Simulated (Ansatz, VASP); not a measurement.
ZnCd2Se2S in VASP and in Ansatz

```
CELL_PARAMETERS angstrom
4.00997 0.00000 0.00000
-2.00499 3.47274 0.00000
0.00000 0.00000 10.93940
ATOMIC_POSITIONS crystal
Zn 0.00000 0.00000 0.50000
Cd 0.00000 0.00000 0.21506
Cd 0.00000 0.00000 0.78494
Se 0.33333 0.66667 0.36168
Se 0.66667 0.33333 0.63832
S 0.00000 0.00000 0.00000
```

Alike in both runs: functional PBE; k mesh 12 × 12 × 4; occupations gaussian, width 0.1 eV; no spin polarisation.

Ansatz relaxed the structure, and its values are those at the end. VASP's run is a single point on that final structure, the one shown.

|  | VASP | Ansatz |
| --- | --- | --- |
| version | VASP 6.6.1 | Ansatz 0.2.0 |
| potentials or method | VASP PAW PBE potentials, release 64 (Zn, Cd, Se, S), cutoff 520 eV | scalar-relativistic, plane waves, PAW |
| valence electrons in the cell | 54 | 90 |

|  | VASP | Ansatz | Ansatz less VASP |
| --- | --- | --- | --- |
| gap on the k mesh at the Fermi level (eV) | none | none | - |
| pressure (GPa) | 0.3 | 0.0 | -0.27 |
| rms of the force components (eV/Å) | 0.015 | 0.000 | -0.0149 |

A gap of «none» marks a metal or a gap that the smearing closes. VASP's potentials hold 54 valence electrons a cell and Ansatz's 90, so a difference there can come from the potentials and not from the codes.
